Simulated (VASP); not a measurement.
The system is HfN.

```
Hf N
1.0
     0.00000    2.25600    2.25600
     2.25600    0.00000    2.25600
     2.25600    2.25600    0.00000
Hf N
1 1
Direct
  0.00000 0.00000 0.00000
  0.50000 0.50000 0.50000
```

```yaml
Program: VASP 6.6.1
Task: relaxation of cell and atoms
Functional: PBE
Potentials_or_basis: VASP PAW PBE potentials, release 64 (Hf_pv, N)
Cutoff: 600 eV
k_mesh: 10 × 10 × 10
Occupations: fermi-dirac, width 0.05 eV
Spin: no spin polarisation
```

At the start: pressure 4.1 GPa; volume 11.48 Å³/atom.

Problem. How do energy, volume and symmetry change on relaxing?

Solution. Over 3 steps the energy falls by 2.1 meV/atom and the volume is 11.65 Å³/atom (+1.5 %); space group Fm-3m (No. 225, to 0.1 Å) before and after.

The path:
```tsv
step	energy change (eV)	largest force (eV/Å)	pressure (GPa)	volume (Å³)
1	0.0000	0.0000	4.11	22.96
2	0.0103	0.0000	-7.01	23.96
3	-0.0043	0.0000	-0.02	23.31
```

Final structure:
```cif
data_structure
_symmetry_space_group_name_H-M 'P 1'
_symmetry_Int_Tables_number 1
_cell_length_a 3.2063
_cell_length_b 3.2063
_cell_length_c 3.2063
_cell_angle_alpha 60.000
_cell_angle_beta 60.000
_cell_angle_gamma 60.000
_cell_volume 23.31
loop_
_atom_site_label
_atom_site_type_symbol
_atom_site_fract_x
_atom_site_fract_y
_atom_site_fract_z
_atom_site_occupancy
Hf1 Hf 0.00000 0.00000 0.00000 1
N1 N 0.50000 0.50000 0.50000 1
```
